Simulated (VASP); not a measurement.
A run of VASP 6.6.1 is set up as follows.

File INCAR:

```
SYSTEM = Be2Au
PREC = Accurate
ENCUT = 520
EDIFF = 1E-6
ISMEAR = 0
SIGMA = 0.1
LREAL = .FALSE.
LASPH = .TRUE.
NELM = 100
ALGO = Fast
ISIF = 2
LWAVE = .FALSE.
LCHARG = .FALSE.
GGA = PE
NBANDS = 14
```

File KPOINTS:

```
regular mesh
0
G
  14 14 14
  0 0 0
```

File POSCAR:

```
Be2Au
1.0
    0.0000000000      2.7388380784      2.7388380784
    2.7388380784      0.0000000000      2.7388380784
    2.7388380784      2.7388380784      0.0000000000
Be Au
2 1
Direct
    0.2500000000      0.2500000000      0.2500000000
    0.7500000000      0.7500000000      0.7500000000
    0.0000000000      0.0000000000      0.0000000000
```

Potentials or basis: VASP PAW PBE potentials, release 64 (Be, Au).

The run is started by

```sh
$ cat potpaw_PBE.64/Be/POTCAR potpaw_PBE.64/Au/POTCAR > POTCAR
$ mpirun -np 1 vasp_std > vasp.out
```

Task: What does it give for the pressure?

Result: -0.2 GPa.

Task: Estimate the band gap on the k mesh.

Result: Zero (an odd number of electrons rules out a gap without spin polarisation).

Caveat: spin-orbit coupling is left out, which moves the levels of the heavy elements.
